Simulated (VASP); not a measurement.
# GaN (Pmc2_1) in VASP: further runs

The runs below take GaN through single point, with LDA.

Program: VASP 6.6.1. These are calculated values, not measurements. Logs are shortened: lines on timing, memory, paths and dates and some standing lists are left out, and cuts for length are marked.

### Step 1. The cell of the first run

The structure is orthorhombic, space group Pmc2_1 (No. 26). Conventional cell: a = 3.152 Å, b = 5.459 Å, c = 5.138 Å, α = 90.00°, β = 90.00°, γ = 90.00°. Within 2.5 Å of Ga (site symmetry m) lie 4 N at 1.86 to 1.98 Å. Within 2.4 Å of Ga (site symmetry m) lie 4 N at 1.83 to 1.97 Å. N (site symmetry m) has 4 Ga at 1.86 to 1.98 Å within 2.5 Å. Within 2.4 Å of N (site symmetry m) lie 4 Ga at 1.83 to 1.94 Å.

### Step 2. Single point, LDA (mode 11 frozen in at -0.030 Å and mode 13 at -0.073 Å (largest displacements))

The input, INCAR:

```
SYSTEM = GaN
  PREC = Accurate
  ENCUT = 520
  EDIFF = 1E-6
  ISMEAR = 0
  SIGMA = 0.05
  LREAL = .False.
  LASPH = .True.
  NELM = 80
  ALGO = Normal
  ISIF = 2
  LWAVE = .False.
  LCHARG = .False.
  GGA = CA
  NBANDS = 46
```

The input, KPOINTS:

```
Automatic mesh
0
Gamma
  8 6 6
  0 0 0
```

The input, POSCAR:

```
GaN
1.0
   -3.1515767111      0.0000000000      0.0000000000
    0.0000000000      0.0000000000     -5.1382481593
    0.0000000000     -5.4586909876      0.0000000000
Ga N
4 4
Direct
    0.5000000000     -0.0000801405      0.1718880358
    0.0000000000     -0.0042100115      0.6614502493
    0.0000000000      0.4957899885      0.3385497507
    0.5000000000      0.4999198595      0.8281119642
    0.5000000000      0.6375087598      0.1674369398
    0.0000000000      0.6394252220      0.6659268458
    0.0000000000      0.1394252220      0.3340731542
    0.5000000000      0.1375087598      0.8325630602
```

Potentials or basis: VASP PAW LDA potentials, release 64 (Ga_d, N).

On the command line:

```console
> cat potpaw_LDA.64/Ga_d/POTCAR potpaw_LDA.64/N/POTCAR > POTCAR
> mpirun -np 1 vasp_std > vasp.out
```

OUTCAR:

```text
SYSTEM = GaN
   PREC = Accurate
   ENCUT = 520
   EDIFF = 1E-6
   ISMEAR = 0
   LREAL = .False.
   LASPH = .True.
   NELM = 80
   ISIF = 2
   GGA = CA

 ion  position               nearest neighbor table
   1  0.500  1.000  0.172-   5 1.86   7 1.94   7 1.94   8 1.98
   2  0.000  0.996  0.661-   6 1.83   7 1.93   8 1.97   8 1.97
   3  0.000  0.496  0.339-   7 1.83   6 1.93   5 1.97   5 1.97
   4  0.500  0.500  0.828-   8 1.86   6 1.94   6 1.94   5 1.98
   5  0.500  0.638  0.167-   1 1.86   3 1.97   3 1.97   4 1.98
   6  0.000  0.639  0.666-   2 1.83   3 1.93   4 1.94   4 1.94
   7  0.000  0.139  0.334-   3 1.83   2 1.93   1 1.94   1 1.94
   8  0.500  0.138  0.833-   4 1.86   2 1.97   2 1.97   1 1.98

  LATTYP: Found a simple orthorhombic cell.
 ALAT       =     3.1515767111
 B/A-ratio  =     1.6303738193
 C/A-ratio  =     1.7320508076

  Lattice vectors:

 A1 = (  -3.1515767111,   0.0000000000,   0.0000000000)
 A2 = (   0.0000000000,   0.0000000000,  -5.1382481593)
 A3 = (   0.0000000000,  -5.4586909876,   0.0000000000)

Analysis of symmetry for initial positions (statically):
=====================================================================
 Subroutine PRICEL returns:
 Original cell was already a primitive cell.

 Routine SETGRP: Setting up the symmetry group for a
 simple orthorhombic supercell.

 Subroutine GETGRP returns: Found  4 space group operations
 (whereof  2 operations were pure point group operations)
 out of a pool of  8 trial point group operations.

The static configuration has the point symmetry C_1h.
 The point group associated with its full space group is C_2v.

Analysis of symmetry for dynamics (positions and initial velocities):
=====================================================================
 Subroutine PRICEL returns:
 Original cell was already a primitive cell.

 Routine SETGRP: Setting up the symmetry group for a
 simple orthorhombic supercell.

 Subroutine GETGRP returns: Found  4 space group operations
 (whereof  2 operations were pure point group operations)
 out of a pool of  8 trial point group operations.

The dynamic configuration has the point symmetry C_1h.
 The point group associated with its full space group is C_2v.

 Subroutine INISYM returns: Found  4 space group operations
 (whereof  2 operations are pure point group operations),
 and found     1 'primitive' translations

----------------------------------------------------------------------------------------

                                     Primitive cell

  volume of cell :      88.3958

  direct lattice vectors                    reciprocal lattice vectors
    -3.151576711  0.000000000  0.000000000    -0.317301494  0.000000000  0.000000000
     0.000000000  0.000000000 -5.138248159     0.000000000  0.000000000 -0.194618860
     0.000000000 -5.458690988  0.000000000     0.000000000 -0.183194103  0.000000000

  length of vectors
     3.151576711  5.138248159  5.458690988     0.317301494  0.194618860  0.183194103

  position of ions in fractional coordinates (direct lattice)
     0.500000000  0.999919859  0.171888036
     0.000000000  0.995789989  0.661450249
     0.000000000  0.495789989  0.338549751
     0.500000000  0.499919859  0.828111964
     0.500000000  0.637508760  0.167436940
     0.000000000  0.639425222  0.665926846
     0.000000000  0.139425222  0.334073154
     0.500000000  0.137508760  0.832563060

  ion indices of the primitive-cell ions
   primitive index   ion index
                 1           1
                 2           2
                 3           3
                 4           4
                 5           5
                 6           6
                 7           7
                 8           8

----------------------------------------------------------------------------------------

 KPOINTS: Automatic mesh

Automatic generation of k-mesh.
 Grid dimensions read from file:
 generate k-points for:    8    6    6

 Generating k-lattice:

  Cartesian coordinates                     Fractional coordinates (reciprocal lattice)
    -0.039662687  0.000000000  0.000000000     0.125000000  0.000000000  0.000000000
     0.000000000  0.000000000 -0.032436477     0.000000000  0.166666667  0.000000000
     0.000000000 -0.030532351  0.000000000     0.000000000  0.000000000  0.166666667

  Length of vectors
     0.039662687  0.032436477  0.030532351

  Shift w.r.t. Gamma in fractional coordinates (k-lattice)
     0.000000000  0.000000000  0.000000000

 Subroutine IBZKPT returns following result:
 ===========================================

 Found     80 irreducible k-points:

 Following reciprocal coordinates:
            Coordinates               Weight
  0.000000  0.000000  0.000000      1.000000
  0.125000  0.000000  0.000000      2.000000
  0.250000  0.000000  0.000000      2.000000
  0.375000  0.000000  0.000000      2.000000
  0.500000  0.000000  0.000000      1.000000
  0.000000  0.166667  0.000000      2.000000
[... 16 lines left out ...]
  0.250000  0.000000  0.166667      4.000000
  0.375000  0.000000  0.166667      4.000000
 [... further k-points ...]
   k-points           NKPTS =     80   k-points in BZ     NKDIM =     80   number of bands    NBANDS=     46
   number of dos      NEDOS =    301   number of ions     NIONS =      8
   total plane-waves  NPLWV =  40320
   dimension x,y,z NGX =    24 NGY =   40 NGZ =   42
   dimension x,y,z NGXF=    48 NGYF=   80 NGZF=   84
   ions per type =               4   4
   NGX,Y,Z   is equivalent  to a cutoff of  12.66, 12.94, 12.79 a.u.
   NGXF,Y,Z  is equivalent  to a cutoff of  25.32, 25.88, 25.58 a.u.
 SYSTEM =  GaN
   PREC   = accura    normal or accurate (medium, high low for compatibility)
   ISTART =      0    job   : 0-new  1-cont  2-samecut
   ICHARG =      2    charge: 1-file 2-atom 10-const
   ISPIN  =      1    spin polarized calculation?
   LNONCOLLINEAR =      F non collinear calculations
   LSORBIT =      F    spin-orbit coupling
   LASPH  =      T    aspherical Exc in radial PAW
   ENCUT  =  520.0 eV  38.22 Ry    6.18 a.u.   5.86  9.55 10.15*2*pi/ulx,y,z
   NELM   =     80;   NELMIN=  2; NELMDL= -5     # of ELM steps
   EDIFF  = 0.1E-05   stopping-criterion for ELM
   LREAL  =      F    real-space projection
   EDIFFG = 0.1E-04   stopping-criterion for IOM
   NSW    =      0    number of steps for IOM
   IBRION =     -1    ionic relax: 0-MD 1-quasi-New 2-CG
   NFREE  =      0    steps in history (QN), initial steepest desc. (CG)
   ISIF   =      2    stress and relaxation
   ISYM   =      2    0-nonsym 1-usesym 2-fastsym
   POTIM  = 0.5000    time-step for ionic-motion
   TEBEG  =    0.0;   TEEND  =   0.0 temperature during run
   PSTRESS=    0.0 pullay stress
   NELECT =      72.0000    total number of electrons
   NUPDOWN=      -1.0000    fix difference up-down
   EMIN   =  10.00;   EMAX   =-10.00  energy-range for DOS
   EFERMI =   0.00;   METHOD = LEGACY
   ISMEAR =     0;   SIGMA  =   0.05  broadening in eV -4-tet -1-fermi 0-gaus
   EFERMI_NEDOS =   21; number of points for ismear=-14 and -15
   IALGO  =     38    algorithm
   IMIX   =      4    mixing-type and parameters
     AMIX     =   0.40;   BMIX     =  1.00
     AMIX_MAG =   1.60;   BMIX_MAG =  1.00
  volume/ion in A,a.u.               =      11.05        74.57
  Fermi-wavevector in a.u.,A,eV,Ry     =   1.528886  2.889176 31.803525  2.337493
  Thomas-Fermi vector in A             =   2.636583
   LORBIT       =      0    0 simple, 1 ext, 2 COOP (PROOUT), +10 PAW based schemes
   GGA     = CA    functional components
   LHFCALC =     F    Hartree Fock is set to
   AEXX    =    0.0000 exact exchange contribution
   IVDW    =     0    specifies the selected vdW correction
   LEPSILON=     F    determine dielectric tensor
   LRPA    =     F    only Hartree local field effects (RPA)
 non-spin polarized calculation
 Gauss-broadening in eV      SIGMA  =   0.05
  energy-cutoff  :      520.00
  volume of cell :       88.40
 maximum number of plane-waves:      2408
 NGX is ok and might be reduce to    24
   NGX = 11   NGY = 19   NGZ = 21

 number of electron      71.9999985 magnetization

 Free energy of the ion-electron system (eV)
  ---------------------------------------------------
  ext. energy  EPLUGINS =         0.00000000
  ---------------------------------------------------
  free energy    TOTEN  =       -55.54606701 eV

  energy without entropy =      -55.54606701  energy(sigma->0) =      -55.54606701

 E-fermi :   5.7490     XC(G=0): -12.3006

 val. band max:        5.5424766070   @ k =   0.0000   0.0000   0.0000
 cond. band min:       7.5669309851   @ k =   0.0000   0.0000   0.0000
 fundamental gap:      2.0244543781
 Fermi energy:         5.7490498558

 k-point     1 :       0.0000    0.0000    0.0000
  band No.  band energies     occupation
      1     -10.7647      2.00000
      2      -9.9061      2.00000
      3      -9.5752      2.00000
      4      -9.5432      2.00000
      5      -8.1973      2.00000
      6      -8.1352      2.00000
[... 38 lines left out ...]
     45      15.3596      0.00000
     46      15.3611      0.00000

 k-point     2 :       0.1250    0.0000    0.0000
  band No.  band energies     occupation
      1     -10.6489      2.00000
      2      -9.8746      2.00000
      3      -9.5502      2.00000
      4      -9.5437      2.00000
      5      -8.1792      2.00000
      6      -8.1301      2.00000
[... 38 lines left out ...]
     45      15.1684      0.00000
     46      15.6738      0.00000

 k-point     3 :       0.2500    0.0000    0.0000
  band No.  band energies     occupation
      1     -10.3599      2.00000
      2      -9.8060      2.00000
      3      -9.5495      2.00000
      4      -9.4971      2.00000
      5      -8.1627      2.00000
      6      -8.1405      2.00000
[... 1018 lines left out ...]
     45      15.1443      0.00000
     46      15.7317      0.00000

 k-point    24 :       0.3750    0.0000    0.1667
  band No.  band energies     occupation
      1     -10.0504      2.00000
      2      -9.7524      2.00000
      3      -9.5732      2.00000
      4      -9.4506      2.00000
      5      -8.1572      2.00000
      6      -8.1009      2.00000
[... 38 lines left out ...]
     45      15.1594      0.00000
     46      15.3182      0.00000

 [... further k-points ...]

------------------------ aborting loop because EDIFF is reached ----------------------------------------

  FORCE on cell =-STRESS in cart. coord.  units (eV):
  Direction    XX          YY          ZZ          XY          YZ          ZX
  --------------------------------------------------------------------------------------
  -------------------------------------------------------------------------------------
  Total       -1.2450215     -1.2591257      6.0064140      0.0000000      0.0000000      0.0000000
  in kB      -22.5660712    -22.8217112    108.8665297      0.0000000      0.0000000      0.0000000
  external PRESSURE =      21.1595824 kB  Pullay stress =       0.0000000 kB

 VOLUME and BASIS-vectors are now :
 -----------------------------------------------------------------------------
  energy-cutoff  :      520.00
  volume of cell :       88.40
      direct lattice vectors                 reciprocal lattice vectors
    -3.151576711  0.000000000  0.000000000    -0.317301494  0.000000000  0.000000000
     0.000000000  0.000000000 -5.138248159     0.000000000  0.000000000 -0.194618860
     0.000000000 -5.458690988  0.000000000     0.000000000 -0.183194103  0.000000000

 POSITION                                       TOTAL-FORCE (eV/Angst)
 -----------------------------------------------------------------------------------
     -1.57579     -0.93828     -5.13784         0.000000      0.654681     -1.006787
      0.00000     -3.61065     -5.11662         0.000000     -0.668083     -1.776089
      0.00000     -1.84804     -2.54749         0.000000      0.668083     -1.776089
     -1.57579     -4.52041     -2.56871         0.000000     -0.654681     -1.006787
     -1.57579     -0.91399     -3.27568         0.000000     -0.010602      1.248602
      0.00000     -3.63509     -3.28553         0.000000     -0.022527      1.534274
      0.00000     -1.82360     -0.71640         0.000000      0.022527      1.534274
     -1.57579     -4.54470     -0.70655         0.000000      0.010602      1.248602
 -----------------------------------------------------------------------------------
    total drift:                               -0.000000     -0.000002     -0.003054

  FREE ENERGIE OF THE ION-ELECTRON SYSTEM (eV)
  ---------------------------------------------------
  free  energy   TOTEN  =       -55.5460670103 eV

  energy  without entropy=      -55.5460670103  energy(sigma->0) =      -55.54606701
```

It took 3 min on 1 thread of Intel Xeon Platinum 8488C (Sapphire Rapids), shared host; peak memory 0.33 GiB.

What came out:

```
Free energy            : -55.5461 eV
Pressure               : 2.1 GPa
Largest force          : 1.898 eV/Å
Band gap on the k mesh : 2.02 eV
```

Forces on the atoms (eV/Å):
```
Ga   0.000  0.655 -1.007
Ga   0.000 -0.668 -1.776
Ga   0.000  0.668 -1.776
Ga   0.000 -0.655 -1.007
N    0.000 -0.011  1.249
N    0.000 -0.023  1.534
N    0.000  0.023  1.534
N    0.000  0.011  1.249
```

Stress tensor (GPa, compression positive):
```
-2.26  0.00  0.00
 0.00 -2.28  0.00
 0.00  0.00 10.89
```

Caveat: the cell differs from its parent crystal (mode 11 frozen in at -0.030 Å and mode 13 at -0.073 Å (largest displacements)); forces of over 1 eV/Å act on the atoms, so gaps and moduli don't describe the material at rest.

### Step 3. Single point, LDA (mode 11 frozen in at -0.061 Å and mode 13 at -0.091 Å (largest displacements))

The input, INCAR:

```
PREC = Accurate
ENCUT = 520
EDIFF = 1E-7
ISMEAR = 0
SIGMA = 0.05
LREAL = F
LASPH = T
NELM = 80
ALGO = Normal
ISIF = 2
LWAVE = F
LCHARG = F
NBANDS = 46
```

The input, KPOINTS:

```
Automatic mesh
0
Gamma
  8 6 6
```

The input, POSCAR:

```
GaN
1.0
   -3.1515767111      0.0000000000      0.0000000000
    0.0000000000      0.0000000000     -5.1382481593
    0.0000000000     -5.4586909876      0.0000000000
Ga N
4 4
Direct
    0.5000000000      0.0012732127      0.1771075480
    0.0000000000     -0.0069865292      0.6562319750
    0.0000000000      0.4930134708      0.3437680250
    0.5000000000      0.5012732127      0.8228924520
    0.5000000000      0.6400925896      0.1681957933
    0.0000000000      0.6439255141      0.6651756053
    0.0000000000      0.1439255141      0.3348243947
    0.5000000000      0.1400925896      0.8318042067
```

Potentials or basis: VASP PAW LDA potentials, release 64 (Ga_d, N).

On the command line:

```console
> cat potpaw_LDA.64/Ga_d/POTCAR potpaw_LDA.64/N/POTCAR > POTCAR
> mpirun -np 1 vasp_std > vasp.out
```

Wall time 3.2 min (1 thread of Intel Xeon Platinum 8488C (Sapphire Rapids), shared host); peak memory 0.33 GiB.

Results (log left out):

- Free energy: -55.2640 eV
- Pressure: 3.1 GPa
- Largest force: 2.966 eV/Å
- Band gap on the k mesh: 1.95 eV

Forces on the atoms (eV/Å):
```
Ga   0.000  1.253 -1.005
Ga   0.000 -1.300 -2.667
Ga   0.000  1.300 -2.667
Ga   0.000 -1.253 -1.005
N    0.000 -0.057  1.478
N    0.000 -0.077  2.193
N    0.000  0.077  2.193
N    0.000  0.057  1.478
```

Stress tensor (GPa, compression positive):
```
-2.65  0.00  0.00
 0.00 -2.72  0.00
 0.00  0.00 14.72
```

Levels at points of the mesh, in eV from the valence-band top:
```csv
k point,band 32,band 33,band 34,band 35,band 36,band 37,band 38,band 39,band 40,band 41
"(0.00, 0.00, 0.00)",-1.23,-0.69,-0.48,-0.03,0.00,1.95,4.40,4.93,5.37,5.76
"(0.50, 0.00, 0.00)",-3.89,-2.75,-2.23,-2.03,-1.97,4.66,5.33,6.51,6.79,7.42
"(0.00, 0.50, 0.00)",-2.13,-0.65,-0.65,-0.58,-0.58,4.01,4.01,4.33,4.33,7.82
"(0.50, 0.50, 0.00)",-3.50,-2.26,-2.26,-1.84,-1.84,5.43,5.43,5.84,5.84,7.65
"(0.00, 0.00, 0.50)",-2.11,-1.29,-1.11,-0.51,-0.29,4.12,4.44,5.91,6.01,6.80
"(0.50, 0.00, 0.50)",-2.89,-2.87,-2.65,-0.98,-0.81,4.62,5.12,5.21,5.60,5.61
"(0.00, 0.50, 0.50)",-2.20,-1.78,-1.78,-1.03,-1.03,4.83,4.83,5.28,5.28,7.48
"(0.50, 0.50, 0.50)",-2.19,-2.08,-2.08,-1.85,-1.85,3.82,3.82,4.39,4.39,7.69
```

Caveat: the cell differs from its parent crystal (mode 11 frozen in at -0.061 Å and mode 13 at -0.091 Å (largest displacements)); forces of over 1 eV/Å act on the atoms, so gaps and moduli don't describe the material at rest.

### Step 4. Single point, LDA (mode 11 frozen in at -0.015 Å and mode 13 at +0.036 Å (largest displacements))

The input, INCAR:

```
SYSTEM = GaN
  ALGO = Normal
  EDIFF = 1E-7
  ENCUT = 520
  GGA = CA
  ISIF = 2
  ISMEAR = 0
  LASPH = .True.
  LCHARG = .True.
  LELF = .True.
  LREAL = .False.
  LVHAR = .True.
  LWAVE = .False.
  NBANDS = 46
  NELM = 60
  PREC = Accurate
  SIGMA = 0.05
```

The input, KPOINTS:

```
k-points
0
Gamma
  8 6 6
  0 0 0
```

The input, POSCAR:

```
GaN
1.0
   -3.1515767111      0.0000000000      0.0000000000
    0.0000000000      0.0000000000     -5.1382481593
    0.0000000000     -5.4586909876      0.0000000000
Ga N
4 4
Direct
    0.5000000000      0.0031568851      0.1692748754
    0.0000000000      0.0010919496      0.6640559821
    0.0000000000      0.5010919496      0.3359440179
    0.5000000000      0.5031568851      0.8307251246
    0.5000000000      0.6167355096      0.1670365772
    0.0000000000      0.6176937408      0.6662815301
    0.0000000000      0.1176937408      0.3337184699
    0.5000000000      0.1167355096      0.8329634228
```

On the command line:

```console
> cat potpaw_LDA.64/Ga_d/POTCAR potpaw_LDA.64/N/POTCAR > POTCAR
> mpirun -np 1 vasp_std > vasp.out
```

Run time: 3.8 min. Hardware: 1 thread of Intel Xeon Platinum 8488C (Sapphire Rapids), shared host; peak memory 0.33 GiB.

The run converged. Its results:

| Quantity | Value |
| --- | --- |
| Free energy | -55.7618 eV |
| Pressure | 1.5 GPa |
| Largest force | 0.727 eV/Å |
| Band gap on the k mesh | 2.12 eV |

Forces in eV/Å, atoms in the order of the input:
```
Ga   0.000  0.391  0.613
Ga   0.000 -0.400  0.376
Ga   0.000  0.400  0.376
Ga   0.000 -0.391  0.613
N    0.000  0.013 -0.485
N    0.000 -0.026 -0.503
N    0.000  0.026 -0.503
N    0.000 -0.013 -0.485
```

Stress tensor (GPa, compression positive):
```
 3.09  0.00  0.00
 0.00  3.10  0.00
 0.00  0.00 -1.82
```

Levels at points of the mesh, in eV from the valence-band top:
| k point | band 34 | band 35 | band 36 | band 37 | band 38 | band 39 |
| --- | --- | --- | --- | --- | --- | --- |
| (0.00, 0.00, 0.00) | -0.08 | -0.08 | 0.00 | 2.12 | 4.27 | 4.94 |
| (0.50, 0.00, 0.00) | -2.36 | -1.99 | -1.87 | 5.66 | 5.83 | 6.74 |
| (0.00, 0.50, 0.00) | -0.61 | -0.61 | -0.61 | 4.34 | 4.34 | 4.42 |
| (0.50, 0.50, 0.00) | -1.75 | -1.63 | -1.63 | 5.79 | 5.79 | 5.89 |
| (0.00, 0.00, 0.50) | -0.68 | -0.66 | -0.61 | 4.34 | 4.42 | 5.91 |
| (0.50, 0.00, 0.50) | -2.20 | -1.23 | -1.18 | 4.86 | 5.01 | 5.60 |
| (0.00, 0.50, 0.50) | -1.54 | -1.35 | -1.35 | 5.23 | 5.23 | 5.34 |
| (0.50, 0.50, 0.50) | -1.98 | -1.87 | -1.87 | 4.32 | 4.32 | 4.46 |

Caveat: the cell differs from its parent crystal (mode 11 frozen in at -0.015 Å and mode 13 at +0.036 Å (largest displacements)).
